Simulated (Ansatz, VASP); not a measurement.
Two plane-wave programs on C

```
CELL_PARAMETERS angstrom
2.60840 0.00000 0.00000
-1.30420 2.25894 0.00000
0.00000 0.00000 11.88210
ATOMIC_POSITIONS crystal
C 0.00000 0.00000 0.18686
C 0.00000 0.00000 0.68686
C 0.00000 0.00000 0.31314
C 0.00000 0.00000 0.81314
C 0.33333 0.66667 0.52077
C 0.66667 0.33333 0.02077
C 0.33333 0.66667 0.97923
C 0.66667 0.33333 0.47923
C 0.33333 0.66667 0.64506
C 0.66667 0.33333 0.14506
C 0.33333 0.66667 0.85494
C 0.66667 0.33333 0.35494
```

Alike in both runs: task single point; functional LDA; k mesh 12 × 12 × 2; occupations gaussian, width 0.05 eV; no spin polarisation.

```csv
,VASP,Ansatz
version,VASP 6.6.1,Ansatz 0.2.0
potentials or method,"VASP PAW LDA potentials, release 64 (C), cutoff 520 eV","scalar-relativistic, plane waves, PAW"
valence electrons in the cell,48,48
```

Ansatz gave:

| Property | Result |
| --- | --- |
| gap on the k mesh at the Fermi level (eV) | 3.42 |
| least direct gap on the mesh (eV) | 4.35 |
| pressure (GPa) | -20.4 |
| traceless stress, the component that is largest in VASP (GPa) | 61.14 |
| rms of the force components (eV/Å) | 0.249 |

Estimate VASP's values.

gap on the k mesh at the Fermi level (eV): 3.41; least direct gap on the mesh (eV): 4.35; pressure (GPa): -19.0; traceless stress, the component that is largest in VASP (GPa): 61.47; rms of the force components (eV/Å): 0.264.

Ansatz warns that its potentials were made for another functional, while VASP's fit it. LDA's correlation is that of Perdew and Zunger in VASP and of Perdew and Wang (1992) in Ansatz. Atom by atom the forces differ by 0.016 eV/Å (rms over components).
